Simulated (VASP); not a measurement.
# Zn (Im-3m) in VASP: settings compared

Zn is run at these levels: PBEsol, LDA; tasks: single point.

All numbers are computed with VASP 6.6.1; they aren't measurements. Logs are shortened: lines on timing, memory, paths and dates and some standing lists are left out, and cuts for length are marked.

## 1. The cell of the first run

The structure is cubic, space group Im-3m (No. 229). The conventional cell has a = 3.096 Å, b = 3.096 Å, c = 3.096 Å, α = 90.00°, β = 90.00°, γ = 90.00°. Zn (site symmetry m-3m) has 14 Zn at 2.68 to 3.10 Å within 3.5 Å.

## 2. Single point, PBEsol

INCAR reads:

```
SYSTEM = Zn
PREC = Accurate
ENCUT = 520
EDIFF = 1E-7
ISMEAR = -1
SIGMA = 0.05
LREAL = .FALSE.
LASPH = .TRUE.
NELM = 100
ALGO = Normal
ISIF = 2
LWAVE = .FALSE.
LCHARG = .TRUE.
GGA = PS
LELF = .TRUE.
LVHAR = .TRUE.
NBANDS = 12
```

KPOINTS reads:

```
regular mesh
0
G
  12 12 12
  0 0 0
```

POSCAR reads:

```
Zn
1.0
   -1.5478311978      1.5478311978      1.5478311978
    1.5478311978     -1.5478311978      1.5478311978
    1.5478311978      1.5478311978     -1.5478311978
Zn
1
Direct
    0.0000000000      0.0000000000      0.0000000000
```

Potentials or basis: VASP PAW PBE potentials, release 64 (Zn).

On the command line:

```sh
cat potpaw_PBE.64/Zn/POTCAR > POTCAR
mpirun -np 1 vasp_std > vasp.out
```

OUTCAR:

```text
SYSTEM = Zn
   PREC = Accurate
   ENCUT = 520
   EDIFF = 1E-7
   ISMEAR = -1
   LREAL = .FALSE.
   LASPH = .TRUE.
   NELM = 100
   ISIF = 2
   GGA = PS

 ion  position               nearest neighbor table
   1  0.000  0.000  0.000-

  LATTYP: Found a body centered cubic cell.
 ALAT       =     3.0956623956

  Lattice vectors:

 A1 = (  -1.5478311978,   1.5478311978,   1.5478311978)
 A2 = (   1.5478311978,  -1.5478311978,   1.5478311978)
 A3 = (   1.5478311978,   1.5478311978,  -1.5478311978)

Analysis of symmetry for initial positions (statically):
=====================================================================
 Subroutine PRICEL returns:
 Original cell was already a primitive cell.

 Routine SETGRP: Setting up the symmetry group for a
 body centered cubic supercell.

 Subroutine GETGRP returns: Found 48 space group operations
 (whereof 48 operations were pure point group operations)
 out of a pool of 48 trial point group operations.

The static configuration has the point symmetry O_h .

Analysis of symmetry for dynamics (positions and initial velocities):
=====================================================================
 Subroutine PRICEL returns:
 Original cell was already a primitive cell.

 Routine SETGRP: Setting up the symmetry group for a
 body centered cubic supercell.

 Subroutine GETGRP returns: Found 48 space group operations
 (whereof 48 operations were pure point group operations)
 out of a pool of 48 trial point group operations.

The dynamic configuration has the point symmetry O_h .

 Subroutine INISYM returns: Found 48 space group operations
 (whereof 48 operations are pure point group operations),
 and found     1 'primitive' translations

----------------------------------------------------------------------------------------

                                     Primitive cell

  volume of cell :      14.8331

  direct lattice vectors                    reciprocal lattice vectors
    -1.547831198  1.547831198  1.547831198     0.000000000  0.323032641  0.323032641
     1.547831198 -1.547831198  1.547831198     0.323032641  0.000000000  0.323032641
     1.547831198  1.547831198 -1.547831198     0.323032641  0.323032641  0.000000000

  length of vectors
     2.680922276  2.680922276  2.680922276     0.456837142  0.456837142  0.456837142

[... 77 lines left out ...]
   NELM   =    100;   NELMIN=  2; NELMDL= -5     # of ELM steps
   EDIFF  = 0.1E-06   stopping-criterion for ELM
   LREAL  =      F    real-space projection
   EDIFFG = 0.1E-05   stopping-criterion for IOM
   NSW    =      0    number of steps for IOM
   IBRION =     -1    ionic relax: 0-MD 1-quasi-New 2-CG
   NFREE  =      0    steps in history (QN), initial steepest desc. (CG)
   ISIF   =      2    stress and relaxation
   ISYM   =      2    0-nonsym 1-usesym 2-fastsym
   POTIM  = 0.5000    time-step for ionic-motion
   TEBEG  =    0.0;   TEEND  =   0.0 temperature during run
   PSTRESS=    0.0 pullay stress
   NELECT =      12.0000    total number of electrons
   NUPDOWN=      -1.0000    fix difference up-down
   EMIN   =  10.00;   EMAX   =-10.00  energy-range for DOS
   EFERMI =   0.00;   METHOD = LEGACY
   ISMEAR =    -1;   SIGMA  =   0.05  broadening in eV -4-tet -1-fermi 0-gaus
   EFERMI_NEDOS =   21; number of points for ismear=-14 and -15
   IALGO  =     38    algorithm
   IMIX   =      4    mixing-type and parameters
     AMIX     =   0.40;   BMIX     =  1.00
     AMIX_MAG =   1.60;   BMIX_MAG =  1.00
  volume/ion in A,a.u.               =      14.83       100.10
  Fermi-wavevector in a.u.,A,eV,Ry     =   1.525428  2.882641 31.659804  2.326930
  Thomas-Fermi vector in A             =   2.633599
   LORBIT       =      0    0 simple, 1 ext, 2 COOP (PROOUT), +10 PAW based schemes
   GGA     = PS    functional components
   LHFCALC =     F    Hartree Fock is set to
   AEXX    =    0.0000 exact exchange contribution
   IVDW    =     0    specifies the selected vdW correction
   LEPSILON=     F    determine dielectric tensor
   LRPA    =     F    only Hartree local field effects (RPA)
 non-spin polarized calculation
  energy-cutoff  :      520.00
  volume of cell :       14.83
 maximum number of plane-waves:       420
   NGX =  9   NGY =  9   NGZ =  9

 number of electron      12.0000014 magnetization

 Free energy of the ion-electron system (eV)
  ---------------------------------------------------
  ext. energy  EPLUGINS =         0.00000000
  ---------------------------------------------------
  free energy    TOTEN  =        -1.48402961 eV

  energy without entropy =       -1.48002854  energy(sigma->0) =       -1.48202907

 E-fermi :   3.2017     XC(G=0): -11.8462

 val. band max:        3.1920561530   @ k =   0.4167   0.0833   0.0000
 cond. band min:       3.5209659384   @ k =   0.3333   0.1667   0.1667
 fundamental gap:      0.3289097854
 Fermi energy:         3.2017383630

 k-point     1 :       0.0000    0.0000    0.0000
  band No.  band energies     occupation
      1      -7.4737      2.00000
      2      -4.6317      2.00000
      3      -4.6317      2.00000
      4      -4.6317      2.00000
      5      -4.0923      2.00000
      6      -4.0923      2.00000
      7      22.8220      0.00000
      8      22.8220      0.00000
      9      22.8221      0.00000
     10      24.2943      0.00000
     11      24.2943      0.00000
     12      24.2943      0.00000
[... 331 lines left out ...]
 k-point    24 :       0.4167    0.0833    0.0833
  band No.  band energies     occupation
      1      -5.1999      2.00000
      2      -4.9545      2.00000
      3      -4.1030      2.00000
      4      -4.0544      2.00000
      5      -3.9958      2.00000
      6       1.1058      2.00000
      7       2.5645      1.99999
      8      11.9723      0.00000
      9      12.6245      0.00000
     10      23.0861      0.00000
     11      24.0253      0.00000
     12      31.9613      0.00000

 [... further k-points ...]
[... 5 lines left out ...]
  --------------------------------------------------------------------------------------
  -------------------------------------------------------------------------------------
  Total       -0.2324260     -0.2324260     -0.2324260     -0.0000000     -0.0000000      0.0000000
  in kB      -25.1052438    -25.1052438    -25.1052438     -0.0000000     -0.0000000      0.0000000
  external PRESSURE =     -25.1052438 kB  Pullay stress =       0.0000000 kB

 VOLUME and BASIS-vectors are now :
 -----------------------------------------------------------------------------
  energy-cutoff  :      520.00
  volume of cell :       14.83
      direct lattice vectors                 reciprocal lattice vectors
    -1.547831198  1.547831198  1.547831198     0.000000000  0.323032641  0.323032641
     1.547831198 -1.547831198  1.547831198     0.323032641  0.000000000  0.323032641
     1.547831198  1.547831198 -1.547831198     0.323032641  0.323032641  0.000000000

 POSITION                                       TOTAL-FORCE (eV/Angst)
 -----------------------------------------------------------------------------------
      0.00000      0.00000      0.00000         0.000000     -0.000000      0.000000
 -----------------------------------------------------------------------------------
    total drift:                                0.000000     -0.000000      0.000000

  FREE ENERGIE OF THE ION-ELECTRON SYSTEM (eV)
  ---------------------------------------------------
  free  energy   TOTEN  =        -1.4840296067 eV

  energy  without entropy=       -1.4800285385  energy(sigma->0) =       -1.48202907
```

OSZICAR:

```text
N       E                     dE             d eps       ncg     rms          rms(c)
DAV:   1     0.416350147483E+02    0.41635E+02   -0.66464E+03  1776   0.160E+03
DAV:   2    -0.451253027180E+00   -0.42086E+02   -0.39955E+02  1796   0.213E+02
DAV:   3    -0.162537772262E+01   -0.11741E+01   -0.11726E+01  2012   0.355E+01
DAV:   4    -0.162789311709E+01   -0.25154E-02   -0.25153E-02  1964   0.161E+00
DAV:   5    -0.162789500989E+01   -0.18928E-05   -0.18924E-05  1920   0.417E-02    0.308E+00
DAV:   6    -0.149475156877E+01    0.13314E+00   -0.72915E-01  1956   0.173E+01    0.228E+00
DAV:   7    -0.148738004355E+01    0.73715E-02   -0.14347E-02  1920   0.237E+00    0.117E+00
DAV:   8    -0.148403884532E+01    0.33412E-02   -0.11987E-03  2256   0.484E-01    0.299E-02
DAV:   9    -0.148403010463E+01    0.87407E-05   -0.10539E-04  2632   0.167E-01    0.244E-02
DAV:  10    -0.148402966923E+01    0.43540E-06   -0.88367E-06  1868   0.507E-02    0.129E-03
DAV:  11    -0.148402960665E+01    0.62580E-07   -0.87122E-08  1364   0.466E-03
   1 F= -.14840296E+01 E0= -.14820291E+01  d E =-.400107E-02
```

stdout:

```text
POSCAR found type information on POSCAR Zn
 POSCAR found :  1 types and       1 ions
 scaLAPACK will be used
 -----------------------------------------------------------------------------
|                                                                             |
|                                                                             |
|     You enforced a specific xc type in the INCAR file but a different       |
|     I HOPE YOU KNOW WHAT YOU ARE DOING!                                     |
|                                                                             |
 -----------------------------------------------------------------------------

 LDA part: xc-table for (Slater+PW92), standard interpolation
 POSCAR, INCAR and KPOINTS ok, starting setup
 FFT: planning ... GRIDC
 FFT: planning ... GRID_SOFT
 FFT: planning ... GRID
 WAVECAR not read
 entering main loop
```

It took 13 s on 1 thread of Intel Xeon 8259CL, shared host; peak memory 0.13 GiB.

Results:

| Property | Result |
| --- | --- |
| Free energy | -1.4840 eV |
| Pressure | -2.5 GPa |
| Band gap on the k mesh | zero (band 6 reaches 7.44 eV, above the bottom of band 7 at 2.28 eV) |

Levels at points of the mesh, in eV from the Fermi level:
```tsv
k point	band 2	band 3	band 4	band 5	band 6	band 7	band 8	band 9	band 10	band 11
(0.00, 0.00, 0.00)	-7.83	-7.83	-7.83	-7.29	-7.29	19.62	19.62	19.62	21.09	21.09
(0.50, 0.00, 0.00)	-8.16	-7.32	-7.26	-6.94	-2.82	-0.92	11.59	12.94	15.60	17.20
(0.50, 0.50, 0.50)	-8.44	-7.02	-7.02	-7.02	4.24	4.24	4.24	7.92	8.71	8.71
```

Caveat: the PAW data sets were made with another functional, which shifts forces and pressure a little.

## 3. Single point, LDA

This run uses another cell than the first one, of 15.45 Å³/atom, 1.042 times its volume.

INCAR reads:

```
SYSTEM = Zn
  PREC = Accurate
  ENCUT = 520
  EDIFF = 1E-7
  ISMEAR = -1
  SIGMA = 0.05
  LREAL = .False.
  LASPH = .True.
  NELM = 80
  ALGO = Normal
  ISIF = 2
  LWAVE = .False.
  LCHARG = .False.
  NBANDS = 12
```

KPOINTS reads:

```
regular mesh
0
Gamma
  12 12 12
  0 0 0
```

POSCAR reads:

```
Zn
1.0
   -1.5690370000      1.5690370000      1.5690370000
    1.5690370000     -1.5690370000      1.5690370000
    1.5690370000      1.5690370000     -1.5690370000
Zn
1
Direct
    0.0000000000      0.0000000000      0.0000000000
```

Potentials or basis: VASP PAW LDA potentials, release 64 (Zn).

On the command line:

```sh
cat potpaw_LDA.64/Zn/POTCAR > POTCAR
mpirun -np 1 vasp_std > vasp.out
```

OUTCAR:

```text
SYSTEM = Zn
   PREC = Accurate
   ENCUT = 520
   EDIFF = 1E-7
   ISMEAR = -1
   LREAL = .False.
   LASPH = .True.
   NELM = 80
   ISIF = 2

 ion  position               nearest neighbor table
   1  0.000  0.000  0.000-

  LATTYP: Found a body centered cubic cell.
 ALAT       =     3.1380740000

  Lattice vectors:

 A1 = (  -1.5690370000,   1.5690370000,   1.5690370000)
 A2 = (   1.5690370000,  -1.5690370000,   1.5690370000)
 A3 = (   1.5690370000,   1.5690370000,  -1.5690370000)

Analysis of symmetry for initial positions (statically):
=====================================================================
 Subroutine PRICEL returns:
 Original cell was already a primitive cell.

 Routine SETGRP: Setting up the symmetry group for a
 body centered cubic supercell.

 Subroutine GETGRP returns: Found 48 space group operations
 (whereof 48 operations were pure point group operations)
 out of a pool of 48 trial point group operations.

The static configuration has the point symmetry O_h .

Analysis of symmetry for dynamics (positions and initial velocities):
=====================================================================
[... 159 lines left out ...]
 fundamental gap:      0.1568900514
 Fermi energy:         2.7962052909

 k-point     1 :       0.0000    0.0000    0.0000
  band No.  band energies     occupation
      1      -7.4870      2.00000
      2      -4.9815      2.00000
      3      -4.9815      2.00000
      4      -4.9815      2.00000
      5      -4.4777      2.00000
      6      -4.4777      2.00000
      7      21.5750      0.00000
      8      21.5750      0.00000
      9      21.5750      0.00000
     10      23.6938      0.00000
     11      23.6938      0.00000
     12      23.6938      0.00000
[... 331 lines left out ...]
 k-point    24 :       0.4167    0.0833    0.0833
  band No.  band energies     occupation
      1      -5.4793      2.00000
      2      -5.2737      2.00000
      3      -4.4893      2.00000
      4      -4.4448      2.00000
      5      -4.3757      2.00000
      6       0.9102      2.00000
      7       2.0768      2.00000
      8      11.2741      0.00000
      9      12.0906      0.00000
     10      22.3337      0.00000
     11      23.0567      0.00000
     12      30.9056      0.00000

 [... further k-points ...]
[... 5 lines left out ...]
  --------------------------------------------------------------------------------------
  -------------------------------------------------------------------------------------
  Total       -0.7633143     -0.7633143     -0.7633143      0.0000000      0.0000000     -0.0000000
  in kB      -79.1506365    -79.1506365    -79.1506365      0.0000000      0.0000000     -0.0000000
  external PRESSURE =     -79.1506365 kB  Pullay stress =       0.0000000 kB

 VOLUME and BASIS-vectors are now :
 -----------------------------------------------------------------------------
  energy-cutoff  :      520.00
  volume of cell :       15.45
      direct lattice vectors                 reciprocal lattice vectors
    -1.569037000  1.569037000  1.569037000     0.000000000  0.318666800  0.318666800
     1.569037000 -1.569037000  1.569037000     0.318666800  0.000000000  0.318666800
     1.569037000  1.569037000 -1.569037000     0.318666800  0.318666800  0.000000000

 POSITION                                       TOTAL-FORCE (eV/Angst)
 -----------------------------------------------------------------------------------
      0.00000      0.00000      0.00000        -0.000000      0.000000      0.000000
 -----------------------------------------------------------------------------------
    total drift:                                0.000000     -0.000000      0.000000

  FREE ENERGIE OF THE ION-ELECTRON SYSTEM (eV)
  ---------------------------------------------------
  free  energy   TOTEN  =        -1.7235902261 eV

  energy  without entropy=       -1.7202736057  energy(sigma->0) =       -1.72193192
```

Wall time 12 s (1 thread of Intel Xeon 8259CL, shared host); peak memory 0.12 GiB.

Results:

```yaml
Free_energy: -1.7236 eV
Pressure: -7.9 GPa
Band_gap_on_the_k_mesh: zero (band 6 reaches 6.98 eV, above the bottom of band 7 at 1.80 eV)
```

## 4. Single point, LDA (volume scaled by 1.02)

INCAR reads:

```
ALGO = Normal
EDIFF = 1E-7
ENCUT = 520
GGA = CA
ISIF = 2
ISMEAR = -1
LASPH = T
LCHARG = F
LREAL = F
LWAVE = F
NBANDS = 12
NELM = 60
PREC = Accurate
SIGMA = 0.05
```

KPOINTS reads:

```
k-points
0
Gamma
  12 12 12
```

POSCAR reads:

```
Zn
1.0
   -1.5794282763      1.5794282763      1.5794282763
    1.5794282763     -1.5794282763      1.5794282763
    1.5794282763      1.5794282763     -1.5794282763
Zn
1
Direct
    0.0000000000      0.0000000000      0.0000000000
```

Potentials or basis: VASP PAW LDA potentials, release 64 (Zn).

On the command line:

```sh
cat potpaw_LDA.64/Zn/POTCAR > POTCAR
mpirun -np 1 vasp_std > vasp.out
```

OUTCAR:

```text
EDIFF = 1E-7
   ENCUT = 520
   GGA = CA
   ISIF = 2
   ISMEAR = -1
   LASPH = T
   LREAL = F
   NELM = 60
   PREC = Accurate

 ion  position               nearest neighbor table
   1  0.000  0.000  0.000-

  LATTYP: Found a body centered cubic cell.
 ALAT       =     3.1588565526

  Lattice vectors:

 A1 = (  -1.5794282763,   1.5794282763,   1.5794282763)
 A2 = (   1.5794282763,  -1.5794282763,   1.5794282763)
[... 537 lines left out ...]
     11      22.6325      0.00000
     12      30.3725      0.00000

 [... further k-points ...]

------------------------ aborting loop because EDIFF is reached ----------------------------------------

  FORCE on cell =-STRESS in cart. coord.  units (eV):
  Direction    XX          YY          ZZ          XY          YZ          ZX
  --------------------------------------------------------------------------------------
  -------------------------------------------------------------------------------------
  Total       -0.8630000     -0.8630000     -0.8630000      0.0000000      0.0000000     -0.0000000
  in kB      -87.7327335    -87.7327335    -87.7327335      0.0000000      0.0000000     -0.0000000
  external PRESSURE =     -87.7327335 kB  Pullay stress =       0.0000000 kB

 VOLUME and BASIS-vectors are now :
 -----------------------------------------------------------------------------
  energy-cutoff  :      520.00
  volume of cell :       15.76
      direct lattice vectors                 reciprocal lattice vectors
    -1.579428276  1.579428276  1.579428276     0.000000000  0.316570247  0.316570247
     1.579428276 -1.579428276  1.579428276     0.316570247  0.000000000  0.316570247
     1.579428276  1.579428276 -1.579428276     0.316570247  0.316570247  0.000000000

 POSITION                                       TOTAL-FORCE (eV/Angst)
 -----------------------------------------------------------------------------------
      0.00000      0.00000      0.00000        -0.000000      0.000000     -0.000000
 -----------------------------------------------------------------------------------
    total drift:                                0.000000     -0.000000      0.000000

  FREE ENERGIE OF THE ION-ELECTRON SYSTEM (eV)
  ---------------------------------------------------
  free  energy   TOTEN  =        -1.7074914746 eV

  energy  without entropy=       -1.7043307857  energy(sigma->0) =       -1.70591113
```

It took 13 s on 1 thread of Intel Xeon 8259CL, shared host; peak memory 0.12 GiB.

Results:

| Quantity | Value |
| --- | --- |
| Free energy | -1.7075 eV |
| Pressure | -8.8 GPa |
| Band gap on the k mesh | zero (band 6 reaches 6.80 eV, above the bottom of band 7 at 1.62 eV) |

Levels at points of the mesh, in eV from the Fermi level:
```
           k point  band 3  band 4  band 5  band 6  band 7  band 8  band 9  band 10
(0.00, 0.00, 0.00)   -7.71   -7.71   -7.23   -7.23   18.47   18.47   18.47    20.73
(0.50, 0.00, 0.00)   -7.25   -7.20   -6.91   -2.47   -1.03   11.03   12.57    15.23
(0.50, 0.50, 0.50)   -6.99   -6.99   -6.99    4.16    4.16    4.16    7.10     8.66
```

Caveat: the cell differs from its parent crystal (volume scaled by 1.02).

(Part 1 of 2 ends here.)
